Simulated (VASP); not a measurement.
# Ni (C2/c) in VASP: notebook

The runs below take Ni through single point, with RPBE.

Everything below comes from runs of VASP 6.6.1. Logs are shortened: lines on timing, memory, paths and dates and some standing lists are left out, and cuts for length are marked.

## (1) The cell of the first run

The typed cell holds 2 atoms: a = 4.550 Å, b = 4.550 Å, c = 2.609 Å, α = 97.88°, β = 97.88°, γ = 147.42°.

## (2) Single point, RPBE (12.69 Å³/atom)

INCAR reads:

```
SYSTEM = Ni
PREC     = Accurate       ! precision mode
ENCUT    = 520            ! plane-wave cutoff, eV
EDIFF    = 1E-6           ! SCF threshold, eV
ISMEAR   = -1             ! smearing method
SIGMA    = 0.1            ! smearing width, eV
LREAL    = .FALSE.        ! projectors in reciprocal space
LASPH    = .TRUE.         ! aspherical terms in the spheres
NELM     = 100            ! most SCF steps
ALGO     = Normal         ! electronic algorithm
ISIF     = 2              ! what is computed and relaxed
LWAVE    = .FALSE.        ! write WAVECAR
LCHARG   = .FALSE.        ! write CHGCAR
GGA      = RP             ! functional
NBANDS   = 17             ! bands
KPAR     = 4
```

KPOINTS reads:

```
Automatic mesh
0
G
  25 25 23
  0 0 0
```

POSCAR reads:

```
Ni
1.0
   -3.0883282397      3.0886509004      1.2762424291
    3.0886509004     -3.0883282397      1.2762424291
    1.6090621333      1.6090621333     -1.2756514755
Ni
2
Direct
    0.0000228530      0.9999771470      0.0000000000
    0.7499771470      0.2500228530      0.5000000000
```

Potentials or basis: VASP PAW PBE potentials, release 64 (Ni).

On the command line:

```bash
$ cat potpaw_PBE.64/Ni/POTCAR > POTCAR
$ mpirun -np 4 vasp_std > vasp.out
```

OUTCAR:

```text
SYSTEM = Ni
   PREC = Accurate
   ENCUT = 520
   EDIFF = 1E-6
   ISMEAR = -1
   LREAL = .FALSE.
   LASPH = .TRUE.
   NELM = 100
   ISIF = 2
   GGA = RP

 ion  position               nearest neighbor table
   1  0.000  1.000  0.000-   2 2.54   2 2.54   2 2.54   2 2.54
   2  0.750  0.250  0.500-   1 2.54   1 2.54   1 2.54   1 2.54

  LATTYP: Found a base centered monoclinic cell.
 ALAT       =     2.5524848990
 B/A-ratio  =     3.4223778083
 C/A-ratio  =     1.0220336553
 COS(beta)  =    -0.4888381950

  Lattice vectors:

 A1 = (  -3.0883282397,   3.0886509004,   1.2762424291)
 A2 = (   3.0886509004,  -3.0883282397,   1.2762424291)
 A3 = (   1.6090621333,   1.6090621333,  -1.2756514755)

Analysis of symmetry for initial positions (statically):
=====================================================================
 Subroutine PRICEL returns:
 Original cell was already a primitive cell.

 Routine SETGRP: Setting up the symmetry group for a
 base centered monoclinic supercell.

 Subroutine GETGRP returns: Found  4 space group operations
 (whereof  2 operations were pure point group operations)
 out of a pool of  4 trial point group operations.

The static configuration has the point symmetry C_2 .
 The point group associated with its full space group is C_2h.

Analysis of symmetry for dynamics (positions and initial velocities):
=====================================================================
 Subroutine PRICEL returns:
 Original cell was already a primitive cell.

 Routine SETGRP: Setting up the symmetry group for a
 base centered monoclinic supercell.

 Subroutine GETGRP returns: Found  4 space group operations
 (whereof  2 operations were pure point group operations)
 out of a pool of  4 trial point group operations.

The dynamic configuration has the point symmetry C_2 .
 The point group associated with its full space group is C_2h.

 Subroutine INISYM returns: Found  4 space group operations
 (whereof  2 operations are pure point group operations),
 and found     1 'primitive' translations

----------------------------------------------------------------------------------------

                                     Primitive cell

  volume of cell :      25.3721

  direct lattice vectors                    reciprocal lattice vectors
    -3.088328240  3.088650900  1.276242429     0.074336789  0.236228222  0.391735837
     3.088650900 -3.088328240  1.276242429     0.236228222  0.074336789  0.391735837
     1.609062133  1.609062133 -1.275651475     0.310708882  0.310708882 -0.000078554

  length of vectors
     4.550420908  4.550420908  2.608725471     0.463450857  0.463450857  0.439408722

  position of ions in fractional coordinates (direct lattice)
     0.000022853  0.999977147  0.000000000
     0.749977147  0.250022853  0.500000000

  ion indices of the primitive-cell ions
   primitive index   ion index
                 1           1
                 2           2

----------------------------------------------------------------------------------------

 KPOINTS: Automatic mesh

Automatic generation of k-mesh.
 Grid dimensions read from file:
 generate k-points for:   25   25   23

 Generating k-lattice:

  Cartesian coordinates                     Fractional coordinates (reciprocal lattice)
     0.002973472  0.009449129  0.015669433     0.040000000  0.000000000 -0.000000000
     0.009449129  0.002973472  0.015669433     0.000000000  0.040000000 -0.000000000
     0.013509082  0.013509082 -0.000003415    -0.000000000 -0.000000000  0.043478261

  Length of vectors
     0.018538034  0.018538034  0.019104727

  Shift w.r.t. Gamma in fractional coordinates (k-lattice)
     0.000000000  0.000000000  0.000000000

 Subroutine IBZKPT returns following result:
 ===========================================

 Found   3744 irreducible k-points:

 Following reciprocal coordinates:
            Coordinates               Weight
  0.000000  0.000000  0.000000      1.000000
  0.040000  0.000000 -0.000000      4.000000
  0.080000  0.000000 -0.000000      4.000000
  0.120000  0.000000 -0.000000      4.000000
  0.160000  0.000000 -0.000000      4.000000
  0.200000 -0.000000  0.000000      4.000000
[... 16 lines left out ...]
  0.400000  0.040000 -0.000000      4.000000
  0.440000  0.040000 -0.000000      4.000000
 [... further k-points ...]
   k-points           NKPTS =   3744   k-points in BZ     NKDIM =   3744   number of bands    NBANDS=     17
   number of dos      NEDOS =    301   number of ions     NIONS =      2
   total plane-waves  NPLWV =  25920
   dimension x,y,z NGX =    36 NGY =   36 NGZ =   20
   dimension x,y,z NGXF=    72 NGYF=   72 NGZF=   40
   ions per type =               2
   NGX,Y,Z   is equivalent  to a cutoff of  13.15, 13.15, 12.75 a.u.
   NGXF,Y,Z  is equivalent  to a cutoff of  26.30, 26.30, 25.49 a.u.
 SYSTEM =  Ni
   PREC   = accura    normal or accurate (medium, high low for compatibility)
   ISTART =      0    job   : 0-new  1-cont  2-samecut
   ICHARG =      2    charge: 1-file 2-atom 10-const
   ISPIN  =      1    spin polarized calculation?
   LNONCOLLINEAR =      F non collinear calculations
   LSORBIT =      F    spin-orbit coupling
   LASPH  =      T    aspherical Exc in radial PAW
   ENCUT  =  520.0 eV  38.22 Ry    6.18 a.u.   8.46  8.46  4.85*2*pi/ulx,y,z
   NELM   =    100;   NELMIN=  2; NELMDL= -5     # of ELM steps
   EDIFF  = 0.1E-05   stopping-criterion for ELM
   LREAL  =      F    real-space projection
   EDIFFG = 0.1E-04   stopping-criterion for IOM
   NSW    =      0    number of steps for IOM
   IBRION =     -1    ionic relax: 0-MD 1-quasi-New 2-CG
   NFREE  =      0    steps in history (QN), initial steepest desc. (CG)
   ISIF   =      2    stress and relaxation
   ISYM   =      2    0-nonsym 1-usesym 2-fastsym
   POTIM  = 0.5000    time-step for ionic-motion
   TEBEG  =    0.0;   TEEND  =   0.0 temperature during run
   PSTRESS=    0.0 pullay stress
   NELECT =      20.0000    total number of electrons
   NUPDOWN=      -1.0000    fix difference up-down
   EMIN   =  10.00;   EMAX   =-10.00  energy-range for DOS
   EFERMI =   0.00;   METHOD = LEGACY
   ISMEAR =    -1;   SIGMA  =   0.10  broadening in eV -4-tet -1-fermi 0-gaus
   EFERMI_NEDOS =   21; number of points for ismear=-14 and -15
   IALGO  =     38    algorithm
   IMIX   =      4    mixing-type and parameters
     AMIX     =   0.40;   BMIX     =  1.00
     AMIX_MAG =   1.60;   BMIX_MAG =  1.00
  volume/ion in A,a.u.               =      12.69        85.61
  Fermi-wavevector in a.u.,A,eV,Ry     =   1.512283  2.857800 31.116505  2.286999
  Thomas-Fermi vector in A             =   2.622228
   LORBIT       =      0    0 simple, 1 ext, 2 COOP (PROOUT), +10 PAW based schemes
   GGA     = RP    functional components
   LHFCALC =     F    Hartree Fock is set to
   AEXX    =    0.0000 exact exchange contribution
   IVDW    =     0    specifies the selected vdW correction
   LEPSILON=     F    determine dielectric tensor
   LRPA    =     F    only Hartree local field effects (RPA)
 non-spin polarized calculation
  energy-cutoff  :      520.00
  volume of cell :       25.37
 maximum number of plane-waves:       698
 NGX is ok and might be reduce to    36
   NGX = 17   NGY = 17   NGZ =  9

 number of electron      20.0000011 magnetization

 Free energy of the ion-electron system (eV)
  ---------------------------------------------------
  ext. energy  EPLUGINS =         0.00000000
  ---------------------------------------------------
  free energy    TOTEN  =        -9.60554496 eV

  energy without entropy =       -9.41285894  energy(sigma->0) =       -9.50920195

 E-fermi :   7.3605     XC(G=0): -12.2351

 val. band max:        7.3603829392   @ k =   0.4400   0.0000   0.1739
 cond. band min:       7.3604844115   @ k =  -0.2400   0.3600   0.3913
 fundamental gap:      0.0001014722
 Fermi energy:         7.3604647157

 k-point     1 :       0.0000    0.0000    0.0000
  band No.  band energies     occupation
      1      -0.4740      2.00000
      2       3.6882      2.00000
      3       5.5291      2.00000
      4       5.7802      2.00000
      5       6.1006      1.99999
      6       6.1173      1.99999
[... 9 lines left out ...]
     16      30.9693      0.00000
     17      31.5862      0.00000

 k-point     2 :       0.0400    0.0000   -0.0000
  band No.  band energies     occupation
      1      -0.4190      2.00000
      2       3.7194      2.00000
      3       5.5394      2.00000
      4       5.7929      2.00000
      5       6.0898      1.99999
      6       6.1070      1.99999
[... 9 lines left out ...]
     16      30.2380      0.00000
     17      30.8371      0.00000

 k-point     3 :       0.0800    0.0000   -0.0000
  band No.  band energies     occupation
      1      -0.2549      2.00000
      2       3.8102      2.00000
      3       5.5654      2.00000
      4       5.8199      2.00000
      5       6.0474      2.00000
      6       6.0894      1.99999
[... 9 lines left out ...]
     16      29.0105      0.00000
     17      30.2779      0.00000

 k-point     4 :       0.1200    0.0000   -0.0000
  band No.  band energies     occupation
      1       0.0154      2.00000
      2       3.9517      2.00000
      3       5.5760      2.00000
      4       5.8260      2.00000
      5       5.8789      2.00000
      6       5.9846      2.00000
[... 9 lines left out ...]
     16      27.4629      0.00000
     17      29.6619      0.00000
[... 343 lines left out ...]
      1       3.4917      2.00000
      2       4.3443      2.00000
      3       4.5744      2.00000
      4       5.4168      2.00000
      5       5.8484      2.00000
      6       6.2170      1.99998
[... 9 lines left out ...]
     16      22.6523      0.00000
     17      25.4294      0.00000

 k-point    23 :       0.4000    0.0400   -0.0000
  band No.  band energies     occupation
      1       3.7511      2.00000
      2       4.2826      2.00000
      3       4.5388      2.00000
      4       5.3820      2.00000
      5       6.0306      2.00000
      6       6.2123      1.99998
[... 9 lines left out ...]
     16      22.3852      0.00000
     17      24.9828      0.00000

 k-point    24 :       0.4400    0.0400   -0.0000
  band No.  band energies     occupation
      1       3.8742      2.00000
      2       4.2344      2.00000
      3       4.5276      2.00000
      4       5.3577      2.00000
      5       6.1213      1.99999
      6       6.2744      1.99996
[... 9 lines left out ...]
     16      22.2515      0.00000
     17      24.1595      0.00000

 [... further k-points ...]

------------------------ aborting loop because EDIFF is reached ----------------------------------------

  FORCE on cell =-STRESS in cart. coord.  units (eV):
  Direction    XX          YY          ZZ          XY          YZ          ZX
  --------------------------------------------------------------------------------------
  -------------------------------------------------------------------------------------
  Total       -2.3406380     -2.3406380     -2.2450549     -0.0215208     -0.0019599     -0.0019599
  in kB     -147.8050196   -147.8050196   -141.7692076     -1.3589830     -0.1237605     -0.1237607
  external PRESSURE =    -145.7930823 kB  Pullay stress =       0.0000000 kB

 VOLUME and BASIS-vectors are now :
 -----------------------------------------------------------------------------
  energy-cutoff  :      520.00
  volume of cell :       25.37
      direct lattice vectors                 reciprocal lattice vectors
    -3.088328240  3.088650900  1.276242429     0.074336789  0.236228222  0.391735837
     3.088650900 -3.088328240  1.276242429     0.236228222  0.074336789  0.391735837
     1.609062133  1.609062133 -1.275651475     0.310708882  0.310708882 -0.000078554

 POSITION                                       TOTAL-FORCE (eV/Angst)
 -----------------------------------------------------------------------------------
      3.08851     -3.08819      1.27624         0.000808     -0.000808     -0.000000
     -0.73941      2.34880      0.63842        -0.000808      0.000808      0.000000
 -----------------------------------------------------------------------------------
    total drift:                                0.000000      0.000000     -0.000000

  FREE ENERGIE OF THE ION-ELECTRON SYSTEM (eV)
  ---------------------------------------------------
  free  energy   TOTEN  =        -9.6055449560 eV

  energy  without entropy=       -9.4128589379  energy(sigma->0) =       -9.50920195
```

Wall time 14 min (4 MPI ranks of Oxide Virtual Turin-like, shared host); peak memory 1.3 GiB.

What came out:

```yaml
Free_energy: -9.6055 eV
Pressure: -14.6 GPa
Band_gap_on_the_k_mesh: zero (bands 10 and 11 overlap by 0.60 eV)
```

Caveat: the cell stands under tension; the PAW data sets were made with another functional, which shifts forces and pressure a little; the run has no spin polarisation, though such a crystal can be magnetic. Spin polarisation is off, so any magnetic state and its effect on volume and gap are missing.

## (3) Single point, RPBE (11.78 Å³/atom)

This run uses another cell than the first one, of 11.78 Å³/atom.

INCAR reads:

```
SYSTEM = Ni
ALGO = Normal
EDIFF = 1E-6
ENCUT = 520
GGA = RP
ISIF = 2
ISMEAR = -1
LASPH = .True.
LCHARG = .True.
LELF = .True.
LREAL = .False.
LVHAR = .True.
LWAVE = .False.
NBANDS = 17
NELM = 80
PREC = Accurate
SIGMA = 0.1
```

KPOINTS reads:

```
k-points
0
Gamma
  25 25 23
  0 0 0
```

POSCAR reads:

```
Ni
1.0
   -3.0129728958      3.0132876836      1.2451020581
    3.0132876836     -3.0129728958      1.2451020581
    1.5698009470      1.5698009470     -1.2445255238
Ni
2
Direct
    0.0000228530      0.9999771470      0.0000000000
    0.7499771470      0.2500228530      0.5000000000
```

Potentials or basis: VASP PAW PBE potentials, release 64 (Ni).

On the command line:

```bash
$ cat potpaw_PBE.64/Ni/POTCAR > POTCAR
$ mpirun -np 1 vasp_std > vasp.out
```

Wall time 35 min (1 thread of Oxide Virtual Turin-like, shared host); peak memory 1.2 GiB.

It converged, with:

* Free energy: -9.7256 eV
* Pressure: -5.9 GPa
* Band gap on the k mesh: zero (bands 10 and 11 overlap by 0.67 eV)

Stress tensor (GPa, compression positive):
```
-6.00 -0.01 -0.02
-0.01 -6.00 -0.02
-0.02 -0.02 -5.72
```

Levels at points of the mesh, in eV from the Fermi level:
```csv
k point,band 6,band 7,band 8,band 9,band 10,band 11,band 12,band 13,band 14,band 15
"(0.00, 0.00, 0.00)",-1.38,-1.32,-1.18,-0.51,-0.48,-0.30,-0.03,5.13,21.45,23.64
```

Caveat: the cell stands under tension; the PAW data sets were made with another functional, which shifts forces and pressure a little; the run has no spin polarisation, though such a crystal can be magnetic. Spin polarisation is off, so any magnetic state and its effect on volume and gap are missing.
